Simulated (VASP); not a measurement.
# Pd (Fm-3m) in VASP: a series of runs

Pd is run at these levels: PBEsol; tasks: single point, relaxation of cell and atoms.

All numbers are computed with VASP 6.6.1; they aren't measurements. Logs are shortened: lines on timing, memory, paths and dates and some standing lists are left out, and cuts for length are marked.

## 1. The cell of the first run

The structure is cubic, space group Fm-3m (No. 225). The conventional cell has a = 3.875 Å, b = 3.875 Å, c = 3.875 Å, α = 90.00°, β = 90.00°, γ = 90.00°. Pd (site symmetry m-3m) has 12 Pd at 2.74 Å within 3.6 Å.

## 2. Single point, PBEsol

Input file INCAR:

```
SYSTEM = Pd
  PREC = Accurate
  ENCUT = 500
  EDIFF = 1E-6
  ISMEAR = 0
  SIGMA = 0.1
  LREAL = .FALSE.
  LASPH = .TRUE.
  NELM = 120
  ALGO = Normal
  ISIF = 2
  LWAVE = .FALSE.
  LCHARG = .FALSE.
  GGA = PS
  NBANDS = 11
  GGA_COMPAT = .FALSE.
```

Input file KPOINTS:

```
regular mesh
0
G
  15 15 15
  0 0 0
```

Input file POSCAR:

```
Pd
1.0
    2.7402214766      0.0000000000      0.0000000000
   -1.3701107383      2.3731014107      0.0000000000
    1.3701107383      0.7910338036      2.2373814666
Pd
1
Direct
    0.0000000000      0.0000000000      0.0000000000
```

Potentials or basis: VASP PAW PBE potentials, release 64 (Pd).

Command:

```sh
> cat potpaw_PBE.64/Pd/POTCAR > POTCAR
> mpirun -np 1 vasp_std > vasp.out
```

OUTCAR:

```text
SYSTEM = Pd
   PREC = Accurate
   ENCUT = 500
   EDIFF = 1E-6
   ISMEAR = 0
   LREAL = .FALSE.
   LASPH = .TRUE.
   NELM = 120
   ISIF = 2
   GGA = PS

 ion  position               nearest neighbor table
   1  0.000  0.000  0.000-

  LATTYP: Found a face centered cubic cell.
 ALAT       =     3.8752583761

  Lattice vectors:

 A1 = (  -2.7402214766,  -0.0000000000,   0.0000000000)
 A2 = (  -1.3701107383,   0.7910338036,   2.2373814666)
 A3 = (  -1.3701107383,   2.3731014107,   0.0000000000)

Analysis of symmetry for initial positions (statically):
=====================================================================
 Subroutine PRICEL returns:
 Original cell was already a primitive cell.

 Routine SETGRP: Setting up the symmetry group for a
 face centered cubic supercell.

 Subroutine GETGRP returns: Found 48 space group operations
 (whereof 48 operations were pure point group operations)
 out of a pool of 48 trial point group operations.

The static configuration has the point symmetry O_h .

Analysis of symmetry for dynamics (positions and initial velocities):
=====================================================================
 Subroutine PRICEL returns:
 Original cell was already a primitive cell.

 Routine SETGRP: Setting up the symmetry group for a
 face centered cubic supercell.

 Subroutine GETGRP returns: Found 48 space group operations
 (whereof 48 operations were pure point group operations)
 out of a pool of 48 trial point group operations.

The dynamic configuration has the point symmetry O_h .

 Subroutine INISYM returns: Found 48 space group operations
 (whereof 48 operations are pure point group operations),
 and found     1 'primitive' translations

----------------------------------------------------------------------------------------

                                     Primitive cell

  volume of cell :      14.5493

  direct lattice vectors                    reciprocal lattice vectors
     2.740221477  0.000000000  0.000000000     0.364934006  0.210694746 -0.297967368
    -1.370110738  2.373101411  0.000000000     0.000000000  0.421389493 -0.148983684
     1.370110738  0.791033804  2.237381467     0.000000000  0.000000000  0.446951052

  length of vectors
     2.740221477  2.740221477  2.740221477     0.516094620  0.446951052  0.446951052

  position of ions in fractional coordinates (direct lattice)
     0.000000000  0.000000000  0.000000000

  ion indices of the primitive-cell ions
   primitive index   ion index
                 1           1

----------------------------------------------------------------------------------------

 KPOINTS: regular mesh

Automatic generation of k-mesh.
 Grid dimensions read from file:
 generate k-points for:   15   15   15

 Generating k-lattice:

  Cartesian coordinates                     Fractional coordinates (reciprocal lattice)
     0.024328934  0.014046316 -0.019864491     0.066666667  0.000000000 -0.000000000
     0.000000000  0.028092633 -0.009932246     0.000000000  0.066666667  0.000000000
     0.000000000  0.000000000  0.029796737     0.000000000  0.000000000  0.066666667

  Length of vectors
     0.034406308  0.029796737  0.029796737

  Shift w.r.t. Gamma in fractional coordinates (k-lattice)
     0.000000000  0.000000000  0.000000000

 Subroutine IBZKPT returns following result:
 ===========================================

 Found    120 irreducible k-points:

 Following reciprocal coordinates:
            Coordinates               Weight
  0.000000  0.000000  0.000000      1.000000
  0.066667  0.000000 -0.000000      6.000000
  0.133333 -0.000000 -0.000000      6.000000
  0.200000 -0.000000  0.000000      6.000000
  0.266667 -0.000000 -0.000000      6.000000
  0.333333 -0.000000 -0.000000      6.000000
[... 16 lines left out ...]
  0.400000  0.133333  0.000000     24.000000
 -0.066667  0.133333  0.000000     12.000000
 [... further k-points ...]
   k-points           NKPTS =    120   k-points in BZ     NKDIM =    120   number of bands    NBANDS=     11
   number of dos      NEDOS =    301   number of ions     NIONS =      1
   total plane-waves  NPLWV =   8000
   dimension x,y,z NGX =    20 NGY =   20 NGZ =   20
   dimension x,y,z NGXF=    40 NGYF=   40 NGZF=   40
   ions per type =               1
   NGX,Y,Z   is equivalent  to a cutoff of  12.13, 12.13, 12.13 a.u.
   NGXF,Y,Z  is equivalent  to a cutoff of  24.27, 24.27, 24.27 a.u.
 SYSTEM =  Pd
   PREC   = accura    normal or accurate (medium, high low for compatibility)
   ISTART =      0    job   : 0-new  1-cont  2-samecut
   ICHARG =      2    charge: 1-file 2-atom 10-const
   ISPIN  =      1    spin polarized calculation?
   LNONCOLLINEAR =      F non collinear calculations
   LSORBIT =      F    spin-orbit coupling
   LASPH  =      T    aspherical Exc in radial PAW
   ENCUT  =  500.0 eV  36.75 Ry    6.06 a.u.   5.00  5.00  5.00*2*pi/ulx,y,z
   NELM   =    120;   NELMIN=  2; NELMDL= -5     # of ELM steps
   EDIFF  = 0.1E-05   stopping-criterion for ELM
   LREAL  =      F    real-space projection
   EDIFFG = 0.1E-04   stopping-criterion for IOM
   NSW    =      0    number of steps for IOM
   IBRION =     -1    ionic relax: 0-MD 1-quasi-New 2-CG
   NFREE  =      0    steps in history (QN), initial steepest desc. (CG)
   ISIF   =      2    stress and relaxation
   ISYM   =      2    0-nonsym 1-usesym 2-fastsym
   POTIM  = 0.5000    time-step for ionic-motion
   TEBEG  =    0.0;   TEEND  =   0.0 temperature during run
   PSTRESS=    0.0 pullay stress
   NELECT =      10.0000    total number of electrons
   NUPDOWN=      -1.0000    fix difference up-down
   EMIN   =  10.00;   EMAX   =-10.00  energy-range for DOS
   EFERMI =   0.00;   METHOD = LEGACY
   ISMEAR =     0;   SIGMA  =   0.10  broadening in eV -4-tet -1-fermi 0-gaus
   EFERMI_NEDOS =   21; number of points for ismear=-14 and -15
   IALGO  =     38    algorithm
   IMIX   =      4    mixing-type and parameters
     AMIX     =   0.40;   BMIX     =  1.00
     AMIX_MAG =   1.60;   BMIX_MAG =  1.00
  volume/ion in A,a.u.               =      14.55        98.18
  Fermi-wavevector in a.u.,A,eV,Ry     =   1.444755  2.730191 28.399667  2.087317
  Thomas-Fermi vector in A             =   2.563014
   LORBIT       =      0    0 simple, 1 ext, 2 COOP (PROOUT), +10 PAW based schemes
   GGA     = PS    functional components
   LHFCALC =     F    Hartree Fock is set to
   AEXX    =    0.0000 exact exchange contribution
   IVDW    =     0    specifies the selected vdW correction
   LEPSILON=     F    determine dielectric tensor
   LRPA    =     F    only Hartree local field effects (RPA)
 non-spin polarized calculation
 Gauss-broadening in eV      SIGMA  =   0.10
  energy-cutoff  :      500.00
  volume of cell :       14.55
 maximum number of plane-waves:       378
   NGX =  9   NGY =  9   NGZ =  9

 number of electron      10.0000002 magnetization

 Free energy of the ion-electron system (eV)
  ---------------------------------------------------
  ext. energy  EPLUGINS =         0.00000000
  ---------------------------------------------------
  free energy    TOTEN  =        -5.97180976 eV

  energy without entropy =       -5.96142332  energy(sigma->0) =       -5.96661654

 E-fermi :   9.8442     XC(G=0): -13.4663

 val. band max:        9.8295098670   @ k =   0.0667   0.4000  -0.0000
 cond. band min:       9.8482779878   @ k =   0.4000   0.2000  -0.0000
 fundamental gap:      0.0187681208
 Fermi energy:         9.8442060690

 k-point     1 :       0.0000    0.0000    0.0000
  band No.  band energies     occupation
      1       2.5065      2.00000
      2       6.9324      2.00000
      3       6.9324      2.00000
      4       6.9324      2.00000
      5       8.6027      2.00000
      6       8.6027      2.00000
      7      26.9862      0.00000
      8      31.8359      0.00000
      9      31.8359      0.00000
     10      31.8359      0.00000
     11      35.8926      0.00000

 k-point     2 :       0.0667    0.0000   -0.0000
  band No.  band energies     occupation
      1       2.7244      2.00000
      2       6.8104      2.00000
      3       7.0324      2.00000
      4       7.0324      2.00000
      5       8.4767      2.00000
      6       8.6508      2.00000
      7      27.2338      0.00000
      8      31.0721      0.00000
      9      31.7133      0.00000
     10      31.7133      0.00000
     11      35.9539      0.00000

 k-point     3 :       0.1333   -0.0000   -0.0000
  band No.  band energies     occupation
      1       3.3427      2.00000
      2       6.4790      2.00000
      3       7.3274      2.00000
      4       7.3274      2.00000
      5       8.1557      2.00000
      6       8.7886      2.00000
      7      27.9124      0.00000
      8      29.8850      0.00000
      9      31.0566      0.00000
     10      31.0566      0.00000
     11      35.9357      0.00000

 k-point     4 :       0.2000   -0.0000    0.0000
  band No.  band energies     occupation
      1       4.2019      2.00000
      2       6.0230      2.00000
      3       7.7994      2.00000
      4       7.7994      2.00000
      5       7.8567      2.00000
      6       8.9967      2.00000
      7      28.8545      0.00000
      8      28.9269      0.00000
      9      29.5286      0.00000
     10      29.5286      0.00000
     11      35.3955      0.00000
[... 239 lines left out ...]
 k-point    22 :       0.3333    0.1333    0.0000
  band No.  band energies     occupation
      1       4.7617      2.00000
      2       5.0745      2.00000
      3       8.5530      2.00000
      4       9.0658      2.00000
      5       9.9679      0.08030
      6      12.6843      0.00000
      7      21.7408      0.00000
      8      23.2847      0.00000
      9      24.7592      0.00000
     10      30.9021      0.00000
     11      34.0178      0.00000

 k-point    23 :       0.4000    0.1333    0.0000
  band No.  band energies     occupation
      1       4.5809      2.00000
      2       4.9044      2.00000
      3       9.0082      2.00000
      4       9.4279      2.00000
      5      10.0175      0.01425
      6      14.3213      0.00000
      7      20.7257      0.00000
      8      21.4303      0.00000
      9      23.9922      0.00000
     10      31.1742      0.00000
     11      34.0242      0.00000

 k-point    24 :      -0.0667    0.1333    0.0000
  band No.  band energies     occupation
      1       2.9345      2.00000
      2       6.7609      2.00000
      3       7.0691      2.00000
      4       7.1101      2.00000
      5       8.4455      2.00000
      6       8.6334      2.00000
      7      27.4166      0.00000
      8      29.8300      0.00000
      9      31.6065      0.00000
     10      32.6854      0.00000
     11      35.9642      0.00000

 [... further k-points ...]
[... 5 lines left out ...]
  --------------------------------------------------------------------------------------
  -------------------------------------------------------------------------------------
  Total       -0.0398058     -0.0398058     -0.0398058     -0.0000000     -0.0000000     -0.0000000
  in kB       -4.3834398     -4.3834398     -4.3834398     -0.0000000     -0.0000000     -0.0000000
  external PRESSURE =      -4.3834398 kB  Pullay stress =       0.0000000 kB

 VOLUME and BASIS-vectors are now :
 -----------------------------------------------------------------------------
  energy-cutoff  :      500.00
  volume of cell :       14.55
      direct lattice vectors                 reciprocal lattice vectors
     2.740221477  0.000000000  0.000000000     0.364934006  0.210694746 -0.297967368
    -1.370110738  2.373101411  0.000000000     0.000000000  0.421389493 -0.148983684
     1.370110738  0.791033804  2.237381467     0.000000000  0.000000000  0.446951052

 POSITION                                       TOTAL-FORCE (eV/Angst)
 -----------------------------------------------------------------------------------
      0.00000      0.00000      0.00000         0.000000     -0.000000      0.000000
 -----------------------------------------------------------------------------------
    total drift:                               -0.000000      0.000000      0.000000

  FREE ENERGIE OF THE ION-ELECTRON SYSTEM (eV)
  ---------------------------------------------------
  free  energy   TOTEN  =        -5.9718097571 eV

  energy  without entropy=       -5.9614233214  energy(sigma->0) =       -5.96661654
```

It took 9.7 s on 1 thread of Intel Xeon 6975P-C, shared host; peak memory 0.14 GiB.

What came out:

```
Free energy            : -5.9718 eV
Pressure               : -0.4 GPa
Band gap on the k mesh : zero (band 5 reaches 10.12 eV, above the bottom of band 6 at 8.53 eV)
```

Caveat: the PAW data sets were made with another functional, which shifts forces and pressure a little.

## 3. Relaxation of cell and atoms, PBEsol

This run uses another cell than the first one, of 14.71 Å³/atom, 1.011 times its volume.

Input file INCAR:

```
PREC     = Accurate       # precision mode
ENCUT    = 600            # plane-wave cutoff, eV
EDIFF    = 1E-6           # SCF threshold, eV
ISMEAR   = 0              # smearing method
SIGMA    = 0.1            # smearing width, eV
LREAL    = F              # projectors in reciprocal space
LASPH    = T              # aspherical terms in the spheres
NELM     = 100            # most SCF steps
ALGO     = Normal         # electronic algorithm
ISIF     = 3              # what is computed and relaxed
LWAVE    = F              # write WAVECAR
LCHARG   = F              # write CHGCAR
GGA      = PS             # functional
IBRION   = 2              # ionic algorithm
NSW      = 100            # ionic steps
EDIFFG   = -0.005         # ionic threshold
```

Input file KPOINTS:

```
regular mesh
0
Gamma
  18 18 18
```

Input file POSCAR:

```
Pd
1.0
    0.0000000000      1.9449000000      1.9449000000
    1.9449000000      0.0000000000      1.9449000000
    1.9449000000      1.9449000000      0.0000000000
Pd
1
Direct
    0.0000000000      0.0000000000      0.0000000000
```

Potentials or basis: VASP PAW PBE potentials, release 64 (Pd).

Command:

```sh
> cat potpaw_PBE.64/Pd/POTCAR > POTCAR
> mpirun -np 1 vasp_std > vasp.out
```

Wall time 1.8 min (1 thread of AMD EPYC 7R43 (Zen 3), shared host); peak memory 0.14 GiB.

The run converged. Its results:

| Item | Value |
| --- | --- |
| Free energy | -5.9700 eV |
| Relaxed volume | 14.52 Å³/atom |
| Relaxed cell | a = 2.738 Å, b = 2.738 Å, c = 2.738 Å, α = 60.00°, β = 60.00°, γ = 60.00° |
| Space group after relaxing (to 0.05 Å) | Fm-3m (No. 225) |
| Energy gained by relaxing | 1.6 meV/atom |
| Ionic steps | 3 |
| Pressure after relaxing | 0.0 GPa |
| Band gap on the k mesh | zero (band 5 reaches 10.19 eV, above the bottom of band 6 at 8.57 eV) |

Step by step:
```csv
step,energy change (eV),largest force (eV/Å),pressure (GPa),volume (Å³)
1,0.0000,0.0000,-2.63,14.71
2,0.0029,0.0000,4.79,14.21
3,-0.0016,0.0000,-0.01,14.52
```

Final structure:
```
Pd
1.0
     0.00000    1.93635    1.93635
     1.93635    0.00000    1.93635
     1.93635    1.93635    0.00000
Pd
1
Direct
  0.00000 0.00000 0.00000
```

Levels at points of the mesh, in eV from the Fermi level:
| k point | band 1 | band 2 | band 3 | band 4 | band 5 | band 6 | band 7 | band 8 | band 9 |
| --- | --- | --- | --- | --- | --- | --- | --- | --- | --- |
| (0.00, 0.00, 0.00) | -7.37 | -2.93 | -2.93 | -2.93 | -1.25 | -1.25 | 17.13 | 21.99 | 21.99 |
| (0.50, 0.00, 0.00) | -5.47 | -2.97 | -2.97 | -0.02 | -0.02 | 0.88 | 7.39 | 16.49 | 21.16 |
| (0.50, 0.50, 0.00) | -5.56 | -5.27 | -0.04 | 0.30 | 0.30 | 3.25 | 10.88 | 13.19 | 13.19 |

Caveat: the PAW data sets were made with another functional, which shifts forces and pressure a little.

## 4. Single point, PBEsol (strained)

Input file INCAR:

```
SYSTEM = Pd
  PREC = Accurate
  ENCUT = 500
  EDIFF = 1E-6
  ISMEAR = 0
  SIGMA = 0.1
  LREAL = .False.
  LASPH = .True.
  NELM = 120
  ALGO = Normal
  ISIF = 2
  LWAVE = .False.
  LCHARG = .True.
  GGA = PS
  LELF = .True.
  LVHAR = .True.
  NBANDS = 11
  GGA_COMPAT = .False.
```

Input file KPOINTS:

```
regular mesh
0
Gamma
  18 18 18
  0 0 0
```

Input file POSCAR:

```
Pd
1.0
    0.0000000000      1.8812239740      1.8812239740
    1.8812239740      0.0000000000      1.8812239740
    1.8812239740      1.8812239740      0.0000000000
Pd
1
Direct
    0.0000000000      0.0000000000      0.0000000000
```

Command:

```sh
> cat potpaw_PBE.64/Pd/POTCAR > POTCAR
> mpirun -np 1 vasp_std > vasp.out
```

It took 9.6 s on 1 thread of Intel Xeon 6975P-C (Granite Rapids), shared host; peak memory 0.14 GiB.

Results (log left out):

```
Free energy            : -5.8913 eV
Pressure               : 22.6 GPa
Band gap on the k mesh : zero (band 5 reaches 11.83 eV, above the bottom of band 6 at 9.94 eV)
```

Levels at points of the mesh, in eV from the Fermi level:
| k point | band 2 | band 3 | band 4 | band 5 | band 6 | band 7 | band 8 | band 9 |
| --- | --- | --- | --- | --- | --- | --- | --- | --- |
| (0.00, 0.00, 0.00) | -3.37 | -3.37 | -3.37 | -1.45 | -1.45 | 17.10 | 22.47 | 22.47 |
| (0.50, 0.00, 0.00) | -3.43 | -3.43 | -0.02 | -0.02 | 0.68 | 8.13 | 16.49 | 21.98 |
| (0.50, 0.50, 0.00) | -6.04 | -0.04 | 0.36 | 0.36 | 3.24 | 11.83 | 13.66 | 13.66 |

Caveat: the cell differs from its parent crystal (strained); the PAW data sets were made with another functional, which shifts forces and pressure a little.

(Continued in part 2 of 2.)
